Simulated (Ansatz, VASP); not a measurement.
## AgPtC2N2: VASP beside Ansatz

File INCAR:

```
PREC = Accurate
ENCUT = 600
EDIFF = 1E-7
ISMEAR = 0
SIGMA = 0.1
LREAL = F
LASPH = T
NELM = 120
ALGO = Normal
ISIF = 3
LWAVE = F
LCHARG = F
GGA = PE
IBRION = 2
NSW = 100
EDIFFG = -0.01
GGA_COMPAT = F
NELMIN = 4
KPAR = 4
```

The input KPOINTS:

```
Automatic mesh
0
Gamma
  14 14 14
```

Contents of POSCAR:

```
AgPtC2N2
1.0
   -1.5409806853      2.7647756957      5.1259060581
    1.5409806853     -2.7647756957      5.1259060581
    1.5409806853      2.7647756957     -5.1259060581
Ag Pt C N
1 1 2 2
Direct
    0.0000000000      0.0000000000      0.0000000000
    0.5000000000      0.5000000000      0.0000000000
    0.8024390687      0.8024390687      0.0000000000
    0.1975609313      0.1975609313      0.0000000000
    0.6890440979      0.6890440979      0.0000000000
    0.3109559021      0.3109559021      0.0000000000
```

Input for Ansatz:

```yaml
crystal:
  lattice:
    - [-1.5409806853, 2.7647756957, 5.1259060581]
    - [1.5409806853, -2.7647756957, 5.1259060581]
    - [1.5409806853, 2.7647756957, -5.1259060581]
  atoms:
    - { symbol: Ag, position: [0.0, 0.0, 0.0] }
    - { symbol: Pt, position: [0.5, 0.5, 0.0] }
    - { symbol: C, position: [0.8024390687, 0.8024390687, 0.0] }
    - { symbol: C, position: [0.1975609313, 0.1975609313, 0.0] }
    - { symbol: "N", position: [0.6890440979, 0.6890440979, 0.0] }
    - { symbol: "N", position: [0.3109559021, 0.3109559021, 0.0] }
basis:
  ecutwfc: 420
kpoints:
  mp_grid: { grid: [14, 14, 14] }
hamiltonian:
  xc: pbe
scf:
  occupations: { method: gaussian, width: 0.1 }
output:
  forces: true
  stress: true
  eigenvalues: true
relax:
  adjacent_minimum: "off"
  f_tol: 0.01
  max_steps: 80
  cell: { stress_tol: 0.05 }
```

Alike in both runs: task relaxation of cell and atoms; functional PBE; k mesh 14 × 14 × 14; occupations gaussian, width 0.1 eV; no spin polarisation.

```csv
,VASP,Ansatz
version,VASP 6.6.1,Ansatz 0.2.0
potentials or method,"VASP PAW PBE potentials, release 64 (Ag, Pt, C, N), cutoff 600 eV","scalar-relativistic, plane waves, PAW"
valence electrons in the cell,39,55
```

```tsv
	VASP	Ansatz	Ansatz less VASP
gap on the k mesh at the Fermi level, each at its own relaxed structure (eV)	none	none	-
relaxed volume (Å³/atom)	14.57	14.62	+0.050
relaxed cell length with the largest relative difference (Å)	6.036	6.039	+0.0033
```

A gap of «none» marks a metal or a gap that the smearing closes. VASP's potentials hold 39 valence electrons a cell and Ansatz's 55, so a difference there can come from the potentials and not from the codes.

Spin-orbit coupling is off throughout. Noted on VASP's run: the standard files for N, O and F lose accuracy on very short bonds.
